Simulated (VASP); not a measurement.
# BiS (Pm-3m) in VASP: a series of runs, part 2 of 2

VASP 6.6.1. The steps go on from the part before.

### Step 3. Relaxation of cell and atoms, PBEsol+D3(BJ)

This run uses another cell than the first one, of 32.07 Å³/atom, 1.486 times its volume.

File INCAR:

```
SYSTEM = BiS
PREC     = Accurate       ! precision mode
ENCUT    = 600            ! plane-wave cutoff, eV
EDIFF    = 1E-6           ! SCF threshold, eV
ISMEAR   = -1             ! smearing method
SIGMA    = 0.05           ! smearing width, eV
LREAL    = .False.        ! projectors in reciprocal space
LASPH    = .True.         ! aspherical terms in the spheres
NELM     = 100            ! most SCF steps
ALGO     = Normal         ! electronic algorithm
ISIF     = 3              ! what is computed and relaxed
LWAVE    = .False.        ! write WAVECAR
LCHARG   = .False.        ! write CHGCAR
GGA      = PS             ! functional
IVDW     = 12             ! dispersion correction
IBRION   = 2              ! ionic algorithm
NSW      = 60             ! ionic steps
EDIFFG   = -0.01          ! ionic threshold
```

File KPOINTS:

```
Automatic mesh
0
Gamma
  7 7 7
  0 0 0
```

File POSCAR:

```
BiS
1.0
    4.0029443400      0.0000000000      0.0000000000
    0.0000000000      4.0029443400      0.0000000000
    0.0000000000      0.0000000000      4.0029443400
Bi S
1 1
Direct
    0.5000000000      0.5000000000      0.5000000000
    0.0000000000      0.0000000000      0.0000000000
```

Potentials or basis: VASP PAW PBE potentials, release 64 (Bi_d, S).

The run is started by

```sh
> cat potpaw_PBE.64/Bi_d/POTCAR potpaw_PBE.64/S/POTCAR > POTCAR
> mpirun -np 1 vasp_std > vasp.out
```

OUTCAR:

```text
SYSTEM = BiS
   PREC = Accurate
   ENCUT = 600
   EDIFF = 1E-6
   ISMEAR = -1
   LREAL = .False.
   LASPH = .True.
   NELM = 100
   ISIF = 3
   GGA = PS
   IVDW = 12
   IBRION = 2
   NSW = 60
   EDIFFG = -0.01
 IVDW          = 12

 ion  position               nearest neighbor table
   1  0.500  0.500  0.500-
   2  0.000  0.000  0.000-

  LATTYP: Found a simple cubic cell.
 ALAT       =     4.0029443400

  Lattice vectors:

 A1 = (   4.0029443400,   0.0000000000,   0.0000000000)
 A2 = (   0.0000000000,   4.0029443400,   0.0000000000)
 A3 = (   0.0000000000,   0.0000000000,   4.0029443400)

Analysis of symmetry for initial positions (statically):
=====================================================================
 Subroutine PRICEL returns:
 Original cell was already a primitive cell.

 Routine SETGRP: Setting up the symmetry group for a
 simple cubic supercell.

 Subroutine GETGRP returns: Found 48 space group operations
 (whereof 48 operations were pure point group operations)
 out of a pool of 48 trial point group operations.

The static configuration has the point symmetry O_h .

Analysis of symmetry for dynamics (positions and initial velocities):
=====================================================================
 Subroutine PRICEL returns:
 Original cell was already a primitive cell.

 Routine SETGRP: Setting up the symmetry group for a
 simple cubic supercell.

 Subroutine GETGRP returns: Found 48 space group operations
 (whereof 48 operations were pure point group operations)
 out of a pool of 48 trial point group operations.

The dynamic configuration has the point symmetry O_h .

 Subroutine INISYM returns: Found 48 space group operations
 (whereof 48 operations are pure point group operations),
 and found     1 'primitive' translations

----------------------------------------------------------------------------------------

                                     Primitive cell

  volume of cell :      64.1414

  direct lattice vectors                    reciprocal lattice vectors
     4.002944340  0.000000000  0.000000000     0.249816114  0.000000000  0.000000000
     0.000000000  4.002944340  0.000000000     0.000000000  0.249816114  0.000000000
     0.000000000  0.000000000  4.002944340     0.000000000  0.000000000  0.249816114

  length of vectors
     4.002944340  4.002944340  4.002944340     0.249816114  0.249816114  0.249816114

  position of ions in fractional coordinates (direct lattice)
     0.500000000  0.500000000  0.500000000
     0.000000000  0.000000000  0.000000000

  ion indices of the primitive-cell ions
   primitive index   ion index
                 1           1
                 2           2

----------------------------------------------------------------------------------------

 KPOINTS: Automatic mesh

Automatic generation of k-mesh.
 Grid dimensions read from file:
 generate k-points for:    7    7    7

 Generating k-lattice:

  Cartesian coordinates                     Fractional coordinates (reciprocal lattice)
     0.035688016  0.000000000  0.000000000     0.142857143  0.000000000  0.000000000
     0.000000000  0.035688016  0.000000000     0.000000000  0.142857143  0.000000000
     0.000000000  0.000000000  0.035688016     0.000000000  0.000000000  0.142857143

  Length of vectors
     0.035688016  0.035688016  0.035688016

  Shift w.r.t. Gamma in fractional coordinates (k-lattice)
     0.000000000  0.000000000  0.000000000

 Subroutine IBZKPT returns following result:
 ===========================================

 Found     20 irreducible k-points:

 Following reciprocal coordinates:
            Coordinates               Weight
  0.000000  0.000000  0.000000      1.000000
  0.142857  0.000000  0.000000      6.000000
  0.285714  0.000000  0.000000      6.000000
  0.428571  0.000000  0.000000      6.000000
  0.142857  0.142857  0.000000     12.000000
  0.285714  0.142857  0.000000     24.000000
[... 12 lines left out ...]
  0.428571  0.428571  0.285714     24.000000
  0.428571  0.428571  0.428571      8.000000
   k-points           NKPTS =     20   k-points in BZ     NKDIM =     20   number of bands    NBANDS=     14
   number of dos      NEDOS =    301   number of ions     NIONS =      2
   total plane-waves  NPLWV =  32768
   dimension x,y,z NGX =    32 NGY =   32 NGZ =   32
   dimension x,y,z NGXF=    64 NGYF=   64 NGZF=   64
   ions per type =               1   1
   NGX,Y,Z   is equivalent  to a cutoff of  13.29, 13.29, 13.29 a.u.
   NGXF,Y,Z  is equivalent  to a cutoff of  26.58, 26.58, 26.58 a.u.
 SYSTEM =  BiS
   PREC   = accura    normal or accurate (medium, high low for compatibility)
   ISTART =      0    job   : 0-new  1-cont  2-samecut
   ICHARG =      2    charge: 1-file 2-atom 10-const
   ISPIN  =      1    spin polarized calculation?
   LNONCOLLINEAR =      F non collinear calculations
   LSORBIT =      F    spin-orbit coupling
   LASPH  =      T    aspherical Exc in radial PAW
   ENCUT  =  600.0 eV  44.10 Ry    6.64 a.u.   7.99  7.99  7.99*2*pi/ulx,y,z
   NELM   =    100;   NELMIN=  2; NELMDL= -5     # of ELM steps
   EDIFF  = 0.1E-05   stopping-criterion for ELM
   LREAL  =      F    real-space projection
   EDIFFG = -.1E-01   stopping-criterion for IOM
   NSW    =     60    number of steps for IOM
   IBRION =      2    ionic relax: 0-MD 1-quasi-New 2-CG
   NFREE  =      1    steps in history (QN), initial steepest desc. (CG)
   ISIF   =      3    stress and relaxation
   ISYM   =      2    0-nonsym 1-usesym 2-fastsym
   POTIM  = 0.5000    time-step for ionic-motion
   TEBEG  =    0.0;   TEEND  =   0.0 temperature during run
   PSTRESS=    0.0 pullay stress
   NELECT =      21.0000    total number of electrons
   NUPDOWN=      -1.0000    fix difference up-down
   EMIN   =  10.00;   EMAX   =-10.00  energy-range for DOS
   EFERMI =   0.00;   METHOD = LEGACY
   ISMEAR =    -1;   SIGMA  =   0.05  broadening in eV -4-tet -1-fermi 0-gaus
   EFERMI_NEDOS =   21; number of points for ismear=-14 and -15
   IALGO  =     38    algorithm
   IMIX   =      4    mixing-type and parameters
     AMIX     =   0.40;   BMIX     =  1.00
     AMIX_MAG =   1.60;   BMIX_MAG =  1.00
  volume/ion in A,a.u.               =      32.07       216.42
  Fermi-wavevector in a.u.,A,eV,Ry     =   1.128327  2.132229 17.321879  1.273122
  Thomas-Fermi vector in A             =   2.265017
   LORBIT       =      0    0 simple, 1 ext, 2 COOP (PROOUT), +10 PAW based schemes
   GGA     = PS    functional components
   LHFCALC =     F    Hartree Fock is set to
   AEXX    =    0.0000 exact exchange contribution
   IVDW    =    12    specifies the selected vdW correction
   LEPSILON=     F    determine dielectric tensor
   LRPA    =     F    only Hartree local field effects (RPA)
 conjugate gradient relaxation of ions
 non-spin polarized calculation
  energy-cutoff  :      600.00
  volume of cell :       64.14
 maximum number of plane-waves:      2170
 NGX is ok and might be reduce to    32
   NGX = 15   NGY = 15   NGZ = 15

--------------------------------------- Ionic step        1  -------------------------------------------

 number of electron      21.0000006 magnetization

 Free energy of the ion-electron system (eV)
  ---------------------------------------------------
  ext. energy  EPLUGINS =         0.00000000
  ---------------------------------------------------
  free energy    TOTEN  =        -7.66480722 eV

  energy without entropy =       -7.65416078  energy(sigma->0) =       -7.65948400

 E-fermi :   4.3366     XC(G=0):  -9.2987

 val. band max:        4.3097443218   @ k =   0.2857   0.0000   0.0000
 cond. band min:       4.4372114735   @ k =   0.2857   0.1429   0.1429
 fundamental gap:      0.1274671517
 Fermi energy:         4.3365951563

 k-point     1 :       0.0000    0.0000    0.0000
  band No.  band energies     occupation
      1     -19.2901      2.00000
      2     -19.2901      2.00000
      3     -19.2455      2.00000
      4     -19.2455      2.00000
      5     -19.2455      2.00000
      6      -8.7184      2.00000
      7      -5.6584      2.00000
      8       2.1721      2.00000
      9       2.1721      2.00000
     10       2.1721      2.00000
     11       6.8694      0.00000
     12       6.8694      0.00000
     13       6.8694      0.00000
     14       8.7727      0.00000
[... 434 lines left out ...]
  FREE ENERGIE OF THE ION-ELECTRON SYSTEM (eV)
  ---------------------------------------------------
  free  energy   TOTEN  =        -9.7029241757 eV

  energy  without entropy=       -9.6847711494  energy(sigma->0) =       -9.69384766

[... ionic steps 4 to 12 ...]

--------------------------------------- Ionic step       13  -------------------------------------------

 number of electron      21.0000000 magnetization

------------------------ aborting loop because EDIFF is reached ----------------------------------------

 Edisp (eV)   -0.91641

 E8    (eV) :    -0.6123
[... 69 lines left out ...]
  energy  without entropy=       -9.6847379983  energy(sigma->0) =       -9.69381297

--------------------------------------- Ionic step       15  -------------------------------------------

 number of electron      21.0000000 magnetization

 Free energy of the ion-electron system (eV)
  ---------------------------------------------------
  ext. energy  EPLUGINS =         0.00000000
  ---------------------------------------------------
  free energy    TOTEN  =        -8.78491036 eV

  energy without entropy =       -8.76675295  energy(sigma->0) =       -8.77583165

 E-fermi :   9.4207     XC(G=0): -11.2037

 val. band max:        9.4166702179   @ k =   0.2857   0.1429   0.0000
 cond. band min:       9.4578309565   @ k =   0.2857   0.2857   0.0000
 fundamental gap:      0.0411607386
 Fermi energy:         9.4207118401

 k-point     1 :       0.0000    0.0000    0.0000
  band No.  band energies     occupation
      1     -14.3834      2.00000
      2     -14.3834      2.00000
      3     -14.2058      2.00000
      4     -14.2058      2.00000
      5     -14.2058      2.00000
      6      -6.6742      2.00000
      7       0.2410      2.00000
      8       5.8558      2.00000
      9       5.8558      2.00000
     10       5.8558      2.00000
     11      12.8144      0.00000
     12      12.8144      0.00000
     13      14.2553      0.00000
     14      14.2553      0.00000
[... 354 lines left out ...]
  FREE ENERGIE OF THE ION-ELECTRON SYSTEM (eV)
  ---------------------------------------------------
  free  energy   TOTEN  =        -9.7029534997 eV

  energy  without entropy=       -9.6847960939  energy(sigma->0) =       -9.69387480

 reached required accuracy - stopping structural energy minimisation
```

It took 1.8 min on 1 thread of Intel Xeon 6975P-C, shared host; peak memory 0.21 GiB.

What came out:

```
Free energy                            : -9.7030 eV
Relaxed volume                         : 21.23 Å³/atom
Relaxed cell                           : a = 3.489 Å, b = 3.489 Å, c = 3.489 Å, α = 90.00°, β = 90.00°, γ = 90.00°
Space group after relaxing (to 0.05 Å) : Pm-3m (No. 221)
Energy gained by relaxing              : 717.3 meV/atom
Ionic steps                            : 15
Pressure after relaxing                : 0.0 GPa
Dispersion energy per atom             : -0.459 eV
```

Step by step:
| step | energy change (eV) | largest force (eV/Å) | pressure (GPa) | volume (Å³) |
| --- | --- | --- | --- | --- |
| 1 | 0.0000 | 0.0000 | -14.03 | 64.14 |
| 2 | -1.4277 | 0.0000 | 2.24 | 41.44 |
| 3 | -1.4346 | 0.0000 | 0.10 | 42.40 |
| 4 | -1.4340 | 0.0000 | -0.63 | 42.78 |
| 5 | -1.4341 | 0.0000 | -0.61 | 42.76 |
| 6 | -1.4343 | 0.0000 | -0.51 | 42.71 |
| 7 | -1.4343 | 0.0000 | -0.50 | 42.71 |
| 8 | -1.4343 | 0.0000 | -0.53 | 42.71 |
| 9 | -1.4343 | 0.0000 | -0.49 | 42.71 |
| 10 | -1.4343 | 0.0000 | -0.48 | 42.69 |
| 11 | -1.4344 | 0.0000 | -0.45 | 42.67 |
| 12 | -1.4345 | 0.0000 | -0.34 | 42.63 |
| 13 | -1.4346 | 0.0000 | -0.14 | 42.54 |
| 14 | -1.4346 | 0.0000 | 0.21 | 42.36 |
| 15 | -1.4347 | 0.0000 | 0.05 | 42.47 |

Final structure:
```yaml
crystal:
  lattice:
    - [3.48889, 0.00000, 0.00000]
    - [0.00000, 3.48889, 0.00000]
    - [0.00000, 0.00000, 3.48889]
  atoms:
    - { symbol: Bi, position: [0.50000, 0.50000, 0.50000] }
    - { symbol: S, position: [0.00000, 0.00000, 0.00000] }
```

Caveat: the volume moved by over 15 % at a fixed basis, so the end points are rough; the PAW data sets were made with another functional, which shifts forces and pressure a little; spin-orbit coupling is left out, which moves the levels of the heavy elements; pairwise dispersion overbinds metals, which lowers pressure and volume.

### Step 4. Relaxation of cell and atoms, PBEsol+D4

This run uses another cell than the first one, of 32.07 Å³/atom, 1.486 times its volume.

File INCAR:

```
SYSTEM = BiS
PREC = Accurate
ENCUT = 600
EDIFF = 1E-6
ISMEAR = -1
SIGMA = 0.05
LREAL = .False.
LASPH = .True.
NELM = 100
ALGO = Normal
ISIF = 3
LWAVE = .False.
LCHARG = .False.
GGA = PS
IVDW = 13
IBRION = 2
NSW = 60
EDIFFG = -0.01
```

File KPOINTS:

```
regular mesh
0
Gamma
  7 7 7
  0 0 0
```

POSCAR is that of step 3.

The run is started by

```sh
> cat potpaw_PBE.64/Bi_d/POTCAR potpaw_PBE.64/S/POTCAR > POTCAR
> mpirun -np 1 vasp_std > vasp.out
```

It took 59 s on 1 thread of Intel Xeon 6975P-C, shared host; peak memory 0.2 GiB.

Results (log left out):

* Free energy: -9.3982 eV
* Relaxed volume: 21.57 Å³/atom
* Relaxed cell: a = 3.507 Å, b = 3.507 Å, c = 3.507 Å, α = 90.00°, β = 90.00°, γ = 90.00°
* Space group after relaxing (to 0.05 Å): Pm-3m (No. 221)
* Energy gained by relaxing: 651.1 meV/atom
* Ionic steps: 3
* Pressure after relaxing: 0.0 GPa
* Dispersion energy per atom: -0.301 eV

Step by step:
```tsv
step	energy change (eV)	largest force (eV/Å)	pressure (GPa)	volume (Å³)
1	0.0000	0.0000	-13.88	64.14
2	-1.2873	0.0000	3.24	41.66
3	-1.3021	0.0000	0.03	43.14
```

Final structure:
```
Bi S
1.0
     3.50726    0.00000    0.00000
     0.00000    3.50726    0.00000
     0.00000    0.00000    3.50726
Bi S
1 1
Direct
  0.50000 0.50000 0.50000
  0.00000 0.00000 0.00000
```

Levels at points of the mesh, in eV from the Fermi level:
```csv
k point,band 7,band 8,band 9,band 10,band 11,band 12,band 13,band 14
"(0.00, 0.00, 0.00)",-9.22,-3.50,-3.50,-3.50,3.44,3.44,4.72,4.72
```

Caveat: the volume moved by over 15 % at a fixed basis, so the end points are rough; the PAW data sets were made with another functional, which shifts forces and pressure a little; spin-orbit coupling is left out, which moves the levels of the heavy elements; pairwise dispersion overbinds metals, which lowers pressure and volume.

### Step 5. Summary

```csv
task,level,cell,cutoff (eV),gap on the mesh (eV),pressure (GPa),relaxed volume (Å³/atom)
single point,PBEsol+D4,"a = 3.508 Å, 2 atoms",520,none,0.0,-
relaxation of cell and atoms,PBEsol+D3(BJ),"relaxed from a = 4.003 Å, 2 atoms",600,none,0.0,21.23
relaxation of cell and atoms,PBEsol+D4,"relaxed from a = 4.003 Å, 2 atoms",600,none,0.0,21.57
```

Alike in all rows: potentials or basis VASP PAW PBE potentials, release 64 (Bi_d, S); no spin polarisation; k mesh 7 × 7 × 7; smearing fermi-dirac 0.05 eV.

Caveats: the PAW data sets were made with another functional, which shifts forces and pressure a little; spin-orbit coupling is left out, which moves the levels of the heavy elements; pairwise dispersion overbinds metals, which lowers pressure and volume; the volume moved by over 15 % at a fixed basis, so the end points are rough (some runs).

Total energies depend on the potentials used, so only differences within one code and one set of settings carry meaning.
